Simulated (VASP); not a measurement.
# CrO2 in VASP: single point with r2SCAN

Aim: the single point of CrO2 with r2SCAN.

Program: VASP 6.6.1. These are calculated values, not measurements. Logs are shortened: lines on timing, memory, paths and dates and some standing lists are left out, and cuts for length are marked.

## (1) The cell of the first run

The cell holds a slab with vacuum, 3 atoms: a = 2.599 Å, b = 2.599 Å, c = 13.726 Å, α = 90.00°, β = 90.00°, γ = 120.00°.

## (2) Single point, r2SCAN

Contents of POSCAR:

```
CrO2
1.0
    2.5993275237      0.0000000000      0.0000000000
   -1.2996637618      2.2510836683      0.0000000000
    0.0000000000      0.0000000000     13.7264214245
Cr O
1 2
Direct
    0.3333333333      0.6666666667      0.0000000000
    0.6666666667      0.3333333333      0.9165771657
    0.6666666667      0.3333333333      0.0834228343
```

Contents of INCAR.step1:

```
SYSTEM = CrO2
PREC = Accurate
ENCUT = 770
ISMEAR = 0
SIGMA = 0.02
LREAL = .FALSE.
LASPH = .TRUE.
NELM = 120
NBANDS = 20
GGA = PE
ALGO = Normal
EDIFF = 1E-5
LWAVE = .TRUE.
LCHARG = .FALSE.
GGA_COMPAT = .FALSE.
```

Contents of INCAR.step2:

```
SYSTEM = CrO2
PREC = Accurate
ENCUT = 770
EDIFF = 1E-6
ISMEAR = 0
SIGMA = 0.02
LREAL = .FALSE.
LASPH = .TRUE.
NELM = 120
ALGO = Normal
ISIF = 2
LWAVE = .FALSE.
LCHARG = .TRUE.
METAGGA = R2SCAN
LMIXTAU = .TRUE.
LELF = .TRUE.
LVHAR = .TRUE.
NBANDS = 20
ISTART = 1
GGA_COMPAT = .FALSE.
```

Contents of KPOINTS:

```
regular mesh
0
G
  15 15 4
  0 0 0
```

Potentials or basis: VASP PAW PBE potentials, release 64 (Cr_sv, O).

Command:

```
$ cat potpaw_PBE.64/Cr_sv/POTCAR potpaw_PBE.64/O/POTCAR > POTCAR
$ cp INCAR.step1 INCAR
$ mpirun -np 1 vasp_std > vasp.out
$ cp INCAR.step2 INCAR
$ mpirun -np 1 vasp_std > vasp.out
```

OUTCAR:

```text
SYSTEM = CrO2
   PREC = Accurate
   ENCUT = 770
   EDIFF = 1E-6
   ISMEAR = 0
   LREAL = .FALSE.
   LASPH = .TRUE.
   NELM = 120
   ISIF = 2
   METAGGA = R2SCAN
   ISTART = 1

 ion  position               nearest neighbor table
   1  0.333  0.667  0.000-   2 1.89   3 1.89   2 1.89   3 1.89   2 1.89   3 1.89
   2  0.667  0.333  0.917-   1 1.89   1 1.89   1 1.89
   3  0.667  0.333  0.083-   1 1.89   1 1.89   1 1.89

  LATTYP: Found a hexagonal cell.
 ALAT       =     2.5993275237
 C/A-ratio  =     5.2807586960

  Lattice vectors:

 A1 = (   2.5993275237,   0.0000000000,   0.0000000000)
 A2 = (  -1.2996637618,   2.2510836683,   0.0000000000)
 A3 = (   0.0000000000,   0.0000000000,  13.7264214245)

Analysis of symmetry for initial positions (statically):
=====================================================================
 Subroutine PRICEL returns:
 Original cell was already a primitive cell.

 Routine SETGRP: Setting up the symmetry group for a
 hexagonal supercell.

 Subroutine GETGRP returns: Found 12 space group operations
 (whereof 12 operations were pure point group operations)
 out of a pool of 24 trial point group operations.

The static configuration has the point symmetry D_3h.

Analysis of symmetry for dynamics (positions and initial velocities):
=====================================================================
 Subroutine PRICEL returns:
 Original cell was already a primitive cell.

 Routine SETGRP: Setting up the symmetry group for a
 hexagonal supercell.

 Subroutine GETGRP returns: Found 12 space group operations
 (whereof 12 operations were pure point group operations)
 out of a pool of 24 trial point group operations.

The dynamic configuration has the point symmetry D_3h.

 Subroutine INISYM returns: Found 12 space group operations
 (whereof 12 operations are pure point group operations),
 and found     1 'primitive' translations

----------------------------------------------------------------------------------------

                                     Primitive cell

  volume of cell :      80.3175

  direct lattice vectors                    reciprocal lattice vectors
     2.599327524  0.000000000  0.000000000     0.384714889  0.222115245  0.000000000
    -1.299663762  2.251083668  0.000000000     0.000000000  0.444230490  0.000000000
     0.000000000  0.000000000 13.726421424     0.000000000  0.000000000  0.072852200

  length of vectors
     2.599327524  2.599327524 13.726421424     0.444230490  0.444230490  0.072852200

  position of ions in fractional coordinates (direct lattice)
     0.333333333  0.666666667  0.000000000
     0.666666667  0.333333333  0.916577166
     0.666666667  0.333333333  0.083422834

  ion indices of the primitive-cell ions
   primitive index   ion index
                 1           1
                 2           2
                 3           3

----------------------------------------------------------------------------------------

 KPOINTS: regular mesh

Automatic generation of k-mesh.
 Grid dimensions read from file:
 generate k-points for:   15   15    4

 Generating k-lattice:

  Cartesian coordinates                     Fractional coordinates (reciprocal lattice)
     0.025647659  0.014807683  0.000000000     0.066666667  0.000000000  0.000000000
     0.000000000  0.029615366  0.000000000     0.000000000  0.066666667  0.000000000
     0.000000000  0.000000000  0.018213050     0.000000000  0.000000000  0.250000000

  Length of vectors
     0.029615366  0.029615366  0.018213050

  Shift w.r.t. Gamma in fractional coordinates (k-lattice)
     0.000000000  0.000000000  0.000000000

 Subroutine IBZKPT returns following result:
 ===========================================

 Found     81 irreducible k-points:

 Following reciprocal coordinates:
            Coordinates               Weight
  0.000000  0.000000  0.000000      1.000000
  0.066667  0.000000  0.000000      6.000000
  0.133333 -0.000000  0.000000      6.000000
  0.200000  0.000000  0.000000      6.000000
  0.266667 -0.000000  0.000000      6.000000
  0.333333  0.000000  0.000000      6.000000
[... 16 lines left out ...]
  0.333333  0.200000  0.000000     12.000000
  0.400000  0.200000  0.000000      6.000000
 [... further k-points ...]
   k-points           NKPTS =     81   k-points in BZ     NKDIM =     81   number of bands    NBANDS=     20
   number of dos      NEDOS =    301   number of ions     NIONS =      3
   total plane-waves  NPLWV =  72576
   dimension x,y,z NGX =    24 NGY =   24 NGZ =  126
   dimension x,y,z NGXF=    48 NGYF=   48 NGZF=  252
   ions per type =               1   2
   NGX,Y,Z   is equivalent  to a cutoff of  15.35, 15.35, 15.26 a.u.
   NGXF,Y,Z  is equivalent  to a cutoff of  30.70, 30.70, 30.52 a.u.
 SYSTEM =  CrO2
   PREC   = accura    normal or accurate (medium, high low for compatibility)
   ISTART =      1    job   : 0-new  1-cont  2-samecut
   ICHARG =      0    charge: 1-file 2-atom 10-const
   ISPIN  =      1    spin polarized calculation?
   LNONCOLLINEAR =      F non collinear calculations
   LSORBIT =      F    spin-orbit coupling
   LASPH  =      T    aspherical Exc in radial PAW
   ENCUT  =  770.0 eV  56.59 Ry    7.52 a.u.   5.88  5.88 31.06*2*pi/ulx,y,z
   NELM   =    120;   NELMIN=  2; NELMDL=  0     # of ELM steps
   EDIFF  = 0.1E-05   stopping-criterion for ELM
   LREAL  =      F    real-space projection
   EDIFFG = 0.1E-04   stopping-criterion for IOM
   NSW    =      0    number of steps for IOM
   IBRION =     -1    ionic relax: 0-MD 1-quasi-New 2-CG
   NFREE  =      0    steps in history (QN), initial steepest desc. (CG)
   ISIF   =      2    stress and relaxation
   ISYM   =      2    0-nonsym 1-usesym 2-fastsym
   POTIM  = 0.5000    time-step for ionic-motion
   TEBEG  =    0.0;   TEEND  =   0.0 temperature during run
   PSTRESS=    0.0 pullay stress
   NELECT =      26.0000    total number of electrons
   NUPDOWN=      -1.0000    fix difference up-down
   EMIN   =  10.00;   EMAX   =-10.00  energy-range for DOS
   EFERMI =   0.00;   METHOD = LEGACY
   ISMEAR =     0;   SIGMA  =   0.02  broadening in eV -4-tet -1-fermi 0-gaus
   EFERMI_NEDOS =   21; number of points for ismear=-14 and -15
   IALGO  =     38    algorithm
   IMIX   =      4    mixing-type and parameters
     AMIX     =   0.40;   BMIX     =  1.00
     AMIX_MAG =   1.60;   BMIX_MAG =  1.00
  volume/ion in A,a.u.               =      26.77       180.67
  Fermi-wavevector in a.u.,A,eV,Ry     =   1.124077  2.124197 17.191621  1.263548
  Thomas-Fermi vector in A             =   2.260747
   LORBIT       =      0    0 simple, 1 ext, 2 COOP (PROOUT), +10 PAW based schemes
   METAGGA = R2SCAN    functional components
   LHFCALC =     F    Hartree Fock is set to
   AEXX    =    0.0000 exact exchange contribution
   IVDW    =     0    specifies the selected vdW correction
   LEPSILON=     F    determine dielectric tensor
   LRPA    =     F    only Hartree local field effects (RPA)
 non-spin polarized calculation
 Gauss-broadening in eV      SIGMA  =   0.02
  energy-cutoff  :      770.00
  volume of cell :       80.32
 maximum number of plane-waves:      3920
 NGX is ok and might be reduce to    24
   NGX = 11   NGY = 11   NGZ = 63

 number of electron      26.0000009 magnetization

 Free energy of the ion-electron system (eV)
  ---------------------------------------------------
  ext. energy  EPLUGINS =         0.00000000
  ---------------------------------------------------
  free energy    TOTEN  =       -32.46924281 eV

  energy without entropy =      -32.46924281  energy(sigma->0) =      -32.46924281

 E-fermi :  -2.4303     XC(G=0):  -4.7945

 val. band max:       -2.5778183282   @ k =   0.0000   0.0000   0.2500
 cond. band min:      -2.1607652961   @ k =   0.3333   0.3333   0.5000
 fundamental gap:      0.4170530322
 Fermi energy:        -2.4303362145

 k-point     1 :       0.0000    0.0000    0.0000
  band No.  band energies     occupation
      1     -78.5029      2.00000
      2     -48.5444      2.00000
      3     -48.3583      2.00000
      4     -48.3583      2.00000
      5     -24.4060      2.00000
      6     -22.5469      2.00000
[... 12 lines left out ...]
     19       5.3161      0.00000
     20       5.5236      0.00000

 k-point     2 :       0.0667    0.0000    0.0000
  band No.  band energies     occupation
      1     -78.4983      2.00000
      2     -48.5380      2.00000
      3     -48.3882      2.00000
      4     -48.3646      2.00000
      5     -24.3389      2.00000
      6     -22.5329      2.00000
[... 12 lines left out ...]
     19       5.5016      0.00000
     20       5.6533      0.00000

 k-point     3 :       0.1333   -0.0000    0.0000
  band No.  band energies     occupation
      1     -78.4852      2.00000
      2     -48.5197      2.00000
      3     -48.4721      2.00000
      4     -48.3824      2.00000
      5     -24.1480      2.00000
      6     -22.4926      2.00000
[... 12 lines left out ...]
     19       6.0370      0.00000
     20       6.0628      0.00000

 k-point     4 :       0.2000    0.0000    0.0000
  band No.  band energies     occupation
      1     -78.4659      2.00000
      2     -48.5943      2.00000
      3     -48.4927      2.00000
      4     -48.4085      2.00000
      5     -23.8627      2.00000
      6     -22.4314      2.00000
[... 12 lines left out ...]
     19       6.6656      0.00000
     20       6.9173      0.00000

 k-point     5 :       0.2667   -0.0000    0.0000
  band No.  band energies     occupation
      1     -78.4436      2.00000
      2     -48.7329      2.00000
      3     -48.4616      2.00000
      4     -48.4383      2.00000
      5     -23.5286      2.00000
      6     -22.3582      2.00000
[... 12 lines left out ...]
     19       7.5328      0.00000
     20       7.8848      0.00000
[... 353 lines left out ...]
      6     -22.2596      2.00000
[... 12 lines left out ...]
     19       8.8805      0.00000
     20       9.0454      0.00000

 k-point    22 :       0.2667    0.2000    0.0000
  band No.  band energies     occupation
      1     -78.4014      2.00000
      2     -48.8969      2.00000
      3     -48.5914      2.00000
      4     -48.4026      2.00000
      5     -22.8805      2.00000
      6     -22.1968      2.00000
[... 12 lines left out ...]
     19       9.7008      0.00000
     20      10.0861      0.00000

 k-point    23 :       0.3333    0.2000    0.0000
  band No.  band energies     occupation
      1     -78.3906      2.00000
      2     -48.9358      2.00000
      3     -48.6319      2.00000
      4     -48.3876      2.00000
      5     -22.7131      2.00000
      6     -22.1519      2.00000
[... 12 lines left out ...]
     19      11.1472      0.00000
     20      11.4862      0.00000

 k-point    24 :       0.4000    0.2000    0.0000
  band No.  band energies     occupation
      1     -78.3868      2.00000
      2     -48.9489      2.00000
      3     -48.6467      2.00000
      4     -48.3823      2.00000
      5     -22.6535      2.00000
      6     -22.1355      2.00000
[... 12 lines left out ...]
     19      12.5969      0.00000
     20      12.7154      0.00000

 [... further k-points ...]

------------------------ aborting loop because EDIFF is reached ----------------------------------------

  FORCE on cell =-STRESS in cart. coord.  units (eV):
  Direction    XX          YY          ZZ          XY          YZ          ZX
  --------------------------------------------------------------------------------------
  -------------------------------------------------------------------------------------
  Total        0.0503323      0.0503323     -0.0035834      0.0000000     -0.0000000      0.0000000
  in kB        1.0040320      1.0040320     -0.0714810      0.0000000     -0.0000000      0.0000000
  external PRESSURE =       0.6455277 kB  Pullay stress =       0.0000000 kB

 VOLUME and BASIS-vectors are now :
 -----------------------------------------------------------------------------
  energy-cutoff  :      770.00
  volume of cell :       80.32
      direct lattice vectors                 reciprocal lattice vectors
     2.599327524  0.000000000  0.000000000     0.384714889  0.222115245  0.000000000
    -1.299663762  2.251083668  0.000000000     0.000000000  0.444230490  0.000000000
     0.000000000  0.000000000 13.726421424     0.000000000  0.000000000  0.072852200

 POSITION                                       TOTAL-FORCE (eV/Angst)
 -----------------------------------------------------------------------------------
     -0.00000      1.50072      0.00000        -0.000000      0.000000      0.000000
      1.29966      0.75036     12.58132         0.000000      0.000000     -0.020205
      1.29966      0.75036      1.14510        -0.000000     -0.000000      0.020205
 -----------------------------------------------------------------------------------
    total drift:                                0.000000     -0.000000      0.000000

  FREE ENERGIE OF THE ION-ELECTRON SYSTEM (eV)
  ---------------------------------------------------
  free  energy   TOTEN  =       -32.4692428090 eV

  energy  without entropy=      -32.4692428090  energy(sigma->0) =      -32.46924281
```

Run time: 11 min. Hardware: 1 thread of AMD EPYC 9R45 (Zen 5), shared host; peak memory 0.39 GiB.

What came out:

| Quantity | Value |
| --- | --- |
| Free energy | -32.4692 eV |
| Largest force | 0.020 eV/Å |
| Band gap on the k mesh | 0.42 eV (least direct gap 1.69 eV) |

Forces on the atoms (eV/Å):
```
Cr   0.000  0.000  0.000
O    0.000  0.000 -0.020
O    0.000  0.000  0.020
```

Caveat: there is no dipole correction, which matters where the two faces differ; the PAW data sets were made with another functional, which shifts forces and pressure a little; the run has no spin polarisation, though such a crystal can be magnetic. Spin polarisation is off, so any magnetic state and its effect on volume and gap are missing.
